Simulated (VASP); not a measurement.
# Ca (Cmcm) in VASP: notebook

Runs on Ca. Level: PBEsol. Tasks: single point.

Everything below comes from runs of VASP 6.6.1. Logs are shortened: lines on timing, memory, paths and dates and some standing lists are left out, and cuts for length are marked.

## Step 1: The cell of the first run

Symmetry: Cmcm, No. 63, orthorhombic system. The conventional cell has a = 3.876 Å, b = 6.676 Å, c = 6.399 Å, α = 90.00°, β = 90.00°, γ = 90.00°. Within 5.1 Å of Ca (site symmetry m2m) lie 12 Ca at 3.86 to 3.91 Å.

## Step 2: Single point, PBEsol

INCAR

```
ALGO = Normal
EDIFF = 1E-7
ENCUT = 520
GGA = PS
ISIF = 2
ISMEAR = 0
LASPH = True
LCHARG = True
LELF = True
LREAL = False
LVHAR = True
LWAVE = False
NBANDS = 17
NELM = 60
PREC = Accurate
SIGMA = 0.15
```

KPOINTS

```
k-points
0
Gamma
  9 9 5
```

POSCAR

```
Ca
1.0
    1.9378580865     -3.3379282019      0.0000000000
    1.9378580865      3.3379282019      0.0000000000
    0.0000000000      0.0000000000      6.3987667507
Ca
2
Direct
    0.8355870000      0.1644130000      0.2500000000
    0.1644130000      0.8355870000      0.7500000000
```

Potentials or basis: VASP PAW PBE potentials, release 64 (Ca_sv).

The run is started by

```sh
$ cat potpaw_PBE.64/Ca_sv/POTCAR > POTCAR
$ mpirun -np 1 vasp_std > vasp.out
```

OUTCAR:

```text
EDIFF = 1E-7
   ENCUT = 520
   GGA = PS
   ISIF = 2
   ISMEAR = 0
   LASPH = True
   LREAL = False
   NELM = 60
   PREC = Accurate

 ion  position               nearest neighbor table
   1  0.836  0.164  0.250-
   2  0.164  0.836  0.750-

  LATTYP: Found a base centered orthorhombic cell.
 ALAT       =     3.8757161730
 B/A-ratio  =     1.7224833052
 C/A-ratio  =     1.6509895114

  Lattice vectors:

 A1 = (   1.9378580865,  -3.3379282019,   0.0000000000)
 A2 = (   1.9378580865,   3.3379282019,   0.0000000000)
 A3 = (   0.0000000000,   0.0000000000,   6.3987667507)

Analysis of symmetry for initial positions (statically):
=====================================================================
 Subroutine PRICEL returns:
 Original cell was already a primitive cell.

 Routine SETGRP: Setting up the symmetry group for a
 base centered orthorhombic supercell.

 Subroutine GETGRP returns: Found  8 space group operations
 (whereof  4 operations were pure point group operations)
 out of a pool of  8 trial point group operations.

The static configuration has the point symmetry C_2h.
 The point group associated with its full space group is D_2h.

Analysis of symmetry for dynamics (positions and initial velocities):
=====================================================================
 Subroutine PRICEL returns:
 Original cell was already a primitive cell.

 Routine SETGRP: Setting up the symmetry group for a
 base centered orthorhombic supercell.

 Subroutine GETGRP returns: Found  8 space group operations
 (whereof  4 operations were pure point group operations)
 out of a pool of  8 trial point group operations.

The dynamic configuration has the point symmetry C_2h.
 The point group associated with its full space group is D_2h.

 Subroutine INISYM returns: Found  8 space group operations
 (whereof  4 operations are pure point group operations),
 and found     1 'primitive' translations

----------------------------------------------------------------------------------------

                                     Primitive cell

  volume of cell :      82.7800

  direct lattice vectors                    reciprocal lattice vectors
     1.937858086 -3.337928202  0.000000000     0.258016830 -0.149793516  0.000000000
     1.937858086  3.337928202  0.000000000     0.258016830  0.149793516  0.000000000
     0.000000000  0.000000000  6.398766751     0.000000000  0.000000000  0.156280114

  length of vectors
     3.859670795  3.859670795  6.398766751     0.298346747  0.298346747  0.156280114

  position of ions in fractional coordinates (direct lattice)
     0.835587000  0.164413000  0.250000000
     0.164413000  0.835587000  0.750000000

  ion indices of the primitive-cell ions
   primitive index   ion index
                 1           1
                 2           2

----------------------------------------------------------------------------------------

 KPOINTS: k-points

Automatic generation of k-mesh.
 Grid dimensions read from file:
 generate k-points for:    9    9    5

 Generating k-lattice:

  Cartesian coordinates                     Fractional coordinates (reciprocal lattice)
     0.028668537 -0.016643724  0.000000000     0.111111111 -0.000000000  0.000000000
     0.028668537  0.016643724  0.000000000    -0.000000000  0.111111111  0.000000000
     0.000000000  0.000000000  0.031256023     0.000000000  0.000000000  0.200000000

  Length of vectors
     0.033149639  0.033149639  0.031256023

  Shift w.r.t. Gamma in fractional coordinates (k-lattice)
     0.000000000  0.000000000  0.000000000

 Subroutine IBZKPT returns following result:
 ===========================================

 Found     75 irreducible k-points:

 Following reciprocal coordinates:
            Coordinates               Weight
  0.000000  0.000000  0.000000      1.000000
  0.111111  0.000000  0.000000      4.000000
  0.222222  0.000000  0.000000      4.000000
  0.333333  0.000000  0.000000      4.000000
  0.444444  0.000000  0.000000      4.000000
  0.111111  0.111111  0.000000      2.000000
[... 16 lines left out ...]
 -0.333333  0.333333  0.000000      2.000000
  0.444444  0.444444  0.000000      2.000000
 [... further k-points ...]
   k-points           NKPTS =     75   k-points in BZ     NKDIM =     75   number of bands    NBANDS=     17
   number of dos      NEDOS =    301   number of ions     NIONS =      2
   total plane-waves  NPLWV =  43200
   dimension x,y,z NGX =    30 NGY =   30 NGZ =   48
   dimension x,y,z NGXF=    60 NGYF=   60 NGZF=   96
   ions per type =               2
   NGX,Y,Z   is equivalent  to a cutoff of  12.92, 12.92, 12.47 a.u.
   NGXF,Y,Z  is equivalent  to a cutoff of  25.84, 25.84, 24.94 a.u.
 SYSTEM =  unknown system
   PREC   = accura    normal or accurate (medium, high low for compatibility)
   ISTART =      0    job   : 0-new  1-cont  2-samecut
   ICHARG =      2    charge: 1-file 2-atom 10-const
   ISPIN  =      1    spin polarized calculation?
   LNONCOLLINEAR =      F non collinear calculations
   LSORBIT =      F    spin-orbit coupling
   LASPH  =      T    aspherical Exc in radial PAW
   ENCUT  =  520.0 eV  38.22 Ry    6.18 a.u.   7.18  7.18 11.90*2*pi/ulx,y,z
   NELM   =     60;   NELMIN=  2; NELMDL= -5     # of ELM steps
   EDIFF  = 0.1E-06   stopping-criterion for ELM
   LREAL  =      F    real-space projection
   EDIFFG = 0.1E-05   stopping-criterion for IOM
   NSW    =      0    number of steps for IOM
   IBRION =     -1    ionic relax: 0-MD 1-quasi-New 2-CG
   NFREE  =      0    steps in history (QN), initial steepest desc. (CG)
   ISIF   =      2    stress and relaxation
   ISYM   =      2    0-nonsym 1-usesym 2-fastsym
   POTIM  = 0.5000    time-step for ionic-motion
   TEBEG  =    0.0;   TEEND  =   0.0 temperature during run
   PSTRESS=    0.0 pullay stress
   NELECT =      20.0000    total number of electrons
   NUPDOWN=      -1.0000    fix difference up-down
   EMIN   =  10.00;   EMAX   =-10.00  energy-range for DOS
   EFERMI =   0.00;   METHOD = LEGACY
   ISMEAR =     0;   SIGMA  =   0.15  broadening in eV -4-tet -1-fermi 0-gaus
   EFERMI_NEDOS =   21; number of points for ismear=-14 and -15
   IALGO  =     38    algorithm
   IMIX   =      4    mixing-type and parameters
     AMIX     =   0.40;   BMIX     =  1.00
     AMIX_MAG =   1.60;   BMIX_MAG =  1.00
  volume/ion in A,a.u.               =      41.39       279.31
  Fermi-wavevector in a.u.,A,eV,Ry     =   1.019631  1.926823 14.145265  1.039648
  Thomas-Fermi vector in A             =   2.153156
   LORBIT       =      0    0 simple, 1 ext, 2 COOP (PROOUT), +10 PAW based schemes
   GGA     = PS    functional components
   LHFCALC =     F    Hartree Fock is set to
   AEXX    =    0.0000 exact exchange contribution
   IVDW    =     0    specifies the selected vdW correction
   LEPSILON=     F    determine dielectric tensor
   LRPA    =     F    only Hartree local field effects (RPA)
 non-spin polarized calculation
 Gauss-broadening in eV      SIGMA  =   0.15
  energy-cutoff  :      520.00
  volume of cell :       82.78
 maximum number of plane-waves:      2247
 NGX is ok and might be reduce to    30
   NGX = 15   NGY = 15   NGZ = 23

 number of electron      19.9999997 magnetization

 Free energy of the ion-electron system (eV)
  ---------------------------------------------------
  ext. energy  EPLUGINS =         0.00000000
  ---------------------------------------------------
  free energy    TOTEN  =        -4.27189435 eV

  energy without entropy =       -4.24738016  energy(sigma->0) =       -4.25963725

 E-fermi :   2.0098     XC(G=0):  -7.8716

 val. band max:        2.0055424994   @ k =  -0.3333   0.3333   0.0000
 cond. band min:       2.0367924264   @ k =   0.3333   0.3333   0.4000
 fundamental gap:      0.0312499270
 Fermi energy:         2.0097543275

 k-point     1 :       0.0000    0.0000    0.0000
  band No.  band energies     occupation
      1     -39.8204      2.00000
      2     -39.8061      2.00000
      3     -20.9506      2.00000
      4     -20.8333      2.00000
      5     -20.8310      2.00000
      6     -20.8130      2.00000
[... 9 lines left out ...]
     16       4.6522      0.00000
     17       5.0570      0.00000

 k-point     2 :       0.1111    0.0000    0.0000
  band No.  band energies     occupation
      1     -39.8188      2.00000
      2     -39.8052      2.00000
      3     -20.9447      2.00000
      4     -20.8457      2.00000
      5     -20.8369      2.00000
      6     -20.8272      2.00000
[... 9 lines left out ...]
     16       4.7783      0.00000
     17       4.8505      0.00000

 k-point     3 :       0.2222    0.0000    0.0000
  band No.  band energies     occupation
      1     -39.8146      2.00000
      2     -39.8031      2.00000
      3     -20.9289      2.00000
      4     -20.8814      2.00000
      5     -20.8630      2.00000
      6     -20.8474      2.00000
[... 9 lines left out ...]
     16       4.8129      0.00000
     17       4.8783      0.00000

 k-point     4 :       0.3333    0.0000    0.0000
  band No.  band energies     occupation
      1     -39.8094      2.00000
      2     -39.8010      2.00000
      3     -20.9225      2.00000
      4     -20.9077      2.00000
      5     -20.9024      2.00000
      6     -20.8590      2.00000
[... 9 lines left out ...]
     16       5.2666      0.00000
     17       5.5552      0.00000

 k-point     5 :       0.4444    0.0000    0.0000
  band No.  band energies     occupation
      1     -39.8056      2.00000
      2     -39.8001      2.00000
      3     -20.9495      2.00000
      4     -20.9276      2.00000
      5     -20.8895      2.00000
      6     -20.8663      2.00000
[... 9 lines left out ...]
     16       5.8766      0.00000
     17       6.1343      0.00000

 k-point     6 :       0.1111    0.1111    0.0000
  band No.  band energies     occupation
      1     -39.8159      2.00000
      2     -39.8037      2.00000
      3     -20.9341      2.00000
      4     -20.8659      2.00000
      5     -20.8573      2.00000
      6     -20.8404      2.00000
[... 9 lines left out ...]
     16       4.7114      0.00000
     17       4.7793      0.00000

 k-point     7 :       0.2222    0.1111    0.0000
  band No.  band energies     occupation
      1     -39.8112      2.00000
      2     -39.8016      2.00000
      3     -20.9155      2.00000
      4     -20.9014      2.00000
      5     -20.8891      2.00000
      6     -20.8565      2.00000
[... 9 lines left out ...]
     16       4.9762      0.00000
     17       5.2961      0.00000

 k-point     8 :       0.3333    0.1111    0.0000
  band No.  band energies     occupation
      1     -39.8066      2.00000
      2     -39.8002      2.00000
      3     -20.9350      2.00000
      4     -20.9154      2.00000
      5     -20.8946      2.00000
      6     -20.8706      2.00000
[... 9 lines left out ...]
     16       5.4163      0.00000
     17       5.8615      0.00000
[... 203 lines left out ...]
      1     -39.8143      2.00000
      2     -39.8030      2.00000
      3     -20.9279      2.00000
      4     -20.8836      2.00000
      5     -20.8643      2.00000
      6     -20.8466      2.00000
[... 9 lines left out ...]
     16       4.8309      0.00000
     17       4.8587      0.00000

 k-point    20 :       0.3333    0.3333    0.0000
  band No.  band energies     occupation
      1     -39.8013      2.00000
      2     -39.8008      2.00000
      3     -20.9272      2.00000
      4     -20.9073      2.00000
      5     -20.9072      2.00000
      6     -20.8851      2.00000
[... 9 lines left out ...]
     16       5.7228      0.00000
     17       5.7962      0.00000

 k-point    21 :       0.4444    0.3333    0.0000
  band No.  band energies     occupation
      1     -39.8030      2.00000
      2     -39.8002      2.00000
      3     -20.9372      2.00000
      4     -20.9191      2.00000
      5     -20.8899      2.00000
      6     -20.8741      2.00000
[... 9 lines left out ...]
     16       5.5818      0.00000
     17       5.9203      0.00000

 k-point    22 :      -0.4444    0.3333    0.0000
  band No.  band energies     occupation
      1     -39.8060      2.00000
      2     -39.8003      2.00000
      3     -20.9382      2.00000
      4     -20.9192      2.00000
      5     -20.8912      2.00000
      6     -20.8695      2.00000
[... 9 lines left out ...]
     16       5.4361      0.00000
     17       5.8488      0.00000

 k-point    23 :      -0.3333    0.3333    0.0000
  band No.  band energies     occupation
      1     -39.8090      2.00000
      2     -39.8010      2.00000
      3     -20.9250      2.00000
      4     -20.9053      2.00000
      5     -20.9047      2.00000
      6     -20.8587      2.00000
[... 9 lines left out ...]
     16       5.2962      0.00000
     17       5.4860      0.00000

 k-point    24 :       0.4444    0.4444    0.0000
  band No.  band energies     occupation
      1     -39.8037      2.00000
      2     -39.8002      2.00000
      3     -20.9514      2.00000
      4     -20.9298      2.00000
      5     -20.8779      2.00000
      6     -20.8753      2.00000
[... 9 lines left out ...]
     16       5.8532      0.00000
     17       6.0729      0.00000

 [... further k-points ...]
[... 5 lines left out ...]
  --------------------------------------------------------------------------------------
  -------------------------------------------------------------------------------------
  Total       -0.1760870     -0.0500113     -0.1514987      0.0000000      0.0000000      0.0000000
  in kB       -3.4081021     -0.9679505     -2.9322039      0.0000000      0.0000000      0.0000000
  external PRESSURE =      -2.4360855 kB  Pullay stress =       0.0000000 kB

 VOLUME and BASIS-vectors are now :
 -----------------------------------------------------------------------------
  energy-cutoff  :      520.00
  volume of cell :       82.78
      direct lattice vectors                 reciprocal lattice vectors
     1.937858086 -3.337928202  0.000000000     0.258016830 -0.149793516  0.000000000
     1.937858086  3.337928202  0.000000000     0.258016830  0.149793516  0.000000000
     0.000000000  0.000000000  6.398766751     0.000000000  0.000000000  0.156280114

 POSITION                                       TOTAL-FORCE (eV/Angst)
 -----------------------------------------------------------------------------------
      1.93786     -2.24033      1.59969         0.000000      0.016634      0.000000
      1.93786      2.24033      4.79908         0.000000     -0.016634     -0.000000
 -----------------------------------------------------------------------------------
    total drift:                                0.000000      0.000000     -0.000000

  FREE ENERGIE OF THE ION-ELECTRON SYSTEM (eV)
  ---------------------------------------------------
  free  energy   TOTEN  =        -4.2718943497 eV

  energy  without entropy=       -4.2473801564  energy(sigma->0) =       -4.25963725
```

Wall time 86 s (1 thread of Intel Xeon Platinum 8259CL at 2.50GHz (Skylake/Cascade Lake), shared host); peak memory 0.24 GiB.

What came out:

| Property | Result |
| --- | --- |
| Free energy | -4.2719 eV |
| Pressure | -0.2 GPa |
| Largest force | 0.017 eV/Å |
| Band gap on the k mesh | zero (band 10 reaches 2.21 eV, above the bottom of band 11 at 1.77 eV) |

Forces on the atoms (eV/Å):
```
Ca   0.000  0.017  0.000
Ca   0.000 -0.017  0.000
```

Stress tensor (GPa, compression positive):
```
-0.34  0.00  0.00
 0.00 -0.10  0.00
 0.00  0.00 -0.29
```

Levels at points of the mesh, in eV from the Fermi level:
```csv
k point,band 8,band 9,band 10,band 11,band 12,band 13
"(0.00, 0.00, 0.00)",-22.81,-4.11,-1.11,-0.24,2.24,2.29
```

Caveat: the PAW data sets were made with another functional, which shifts forces and pressure a little.

## Step 3: Single point, PBEsol

This run uses another cell than the first one, of 42.70 Å³/atom, 1.032 times its volume.

INCAR

```
SYSTEM = Ca
  ALGO = Normal
  EDIFF = 1E-6
  ENCUT = 520
  GGA = PS
  ISIF = 2
  ISMEAR = 0
  LASPH = .TRUE.
  LCHARG = .FALSE.
  LREAL = .FALSE.
  LWAVE = .FALSE.
  NBANDS = 17
  NELM = 60
  PREC = Accurate
  SIGMA = 0.15
```

KPOINTS

```
k-points
0
G
  9 9 5
  0 0 0
```

POSCAR

```
Ca
1.0
    1.9580455611     -3.3727007899      0.0000000000
    1.9580455611      3.3727007899      0.0000000000
    0.0000000000      0.0000000000      6.4654253683
Ca
2
Direct
    0.8355870000      0.1644130000      0.2500000000
    0.1644130000      0.8355870000      0.7500000000
```

Potentials or basis: VASP PAW PBE potentials, release 64 (Ca_sv).

The run is started by

```sh
$ cat potpaw_PBE.64/Ca_sv/POTCAR > POTCAR
$ mpirun -np 1 vasp_std > vasp.out
```

OUTCAR:

```text
SYSTEM = Ca
   EDIFF = 1E-6
   ENCUT = 520
   GGA = PS
   ISIF = 2
   ISMEAR = 0
   LASPH = .TRUE.
   LREAL = .FALSE.
   NELM = 60
   PREC = Accurate

 ion  position               nearest neighbor table
   1  0.836  0.164  0.250-
   2  0.164  0.836  0.750-

  LATTYP: Found a base centered orthorhombic cell.
 ALAT       =     3.9160911222
 B/A-ratio  =     1.7224833052
 C/A-ratio  =     1.6509895114

  Lattice vectors:

 A1 = (   1.9580455611,  -3.3727007899,   0.0000000000)
[... 192 lines left out ...]
      4     -21.0297      2.00000
      5     -21.0277      2.00000
      6     -21.0114      2.00000
[... 457 lines left out ...]
      4     -21.1157      2.00000
      5     -21.0693      2.00000
      6     -21.0672      2.00000
[... 9 lines left out ...]
     16       5.6313      0.00000
     17       5.8495      0.00000

 [... further k-points ...]
[... 5 lines left out ...]
  --------------------------------------------------------------------------------------
  -------------------------------------------------------------------------------------
  Total       -0.4430740     -0.3217378     -0.4438854      0.0000000      0.0000000      0.0000000
  in kB       -8.3130267     -6.0364970     -8.3282497      0.0000000      0.0000000      0.0000000
  external PRESSURE =      -7.5592578 kB  Pullay stress =       0.0000000 kB

 VOLUME and BASIS-vectors are now :
 -----------------------------------------------------------------------------
  energy-cutoff  :      520.00
  volume of cell :       85.39
      direct lattice vectors                 reciprocal lattice vectors
     1.958045561 -3.372700790  0.000000000     0.255356673 -0.148249142  0.000000000
     1.958045561  3.372700790  0.000000000     0.255356673  0.148249142  0.000000000
     0.000000000  0.000000000  6.465425368     0.000000000  0.000000000  0.154668864

 POSITION                                       TOTAL-FORCE (eV/Angst)
 -----------------------------------------------------------------------------------
      1.95805     -2.26367      1.61636         0.000000      0.015965     -0.000000
      1.95805      2.26367      4.84907         0.000000     -0.015965      0.000000
 -----------------------------------------------------------------------------------
    total drift:                                0.000000      0.000000     -0.000000

  FREE ENERGIE OF THE ION-ELECTRON SYSTEM (eV)
  ---------------------------------------------------
  free  energy   TOTEN  =        -4.2641837544 eV

  energy  without entropy=       -4.2395111447  energy(sigma->0) =       -4.25184745
```

Run time: 72 s. Hardware: 1 thread of Intel Xeon Platinum 8259CL at 2.50GHz (Skylake/Cascade Lake), shared host; peak memory 0.25 GiB.

What came out:

- Free energy: -4.2642 eV
- Pressure: -0.8 GPa
- Largest force: 0.016 eV/Å
- Band gap on the k mesh: zero (band 10 reaches 2.08 eV, above the bottom of band 11 at 1.63 eV)

Forces in eV/Å, atoms in the order of the input:
```
Ca   0.000  0.016  0.000
Ca   0.000 -0.016  0.000
```

Levels at points of the mesh, in eV from the Fermi level:
```csv
k point,band 6,band 7,band 8,band 9,band 10,band 11,band 12,band 13,band 14,band 15
"(0.00, 0.00, 0.00)",-22.90,-22.90,-22.89,-4.06,-1.09,-0.26,2.20,2.25,2.28,2.53
```

Caveat: the PAW data sets were made with another functional, which shifts forces and pressure a little.
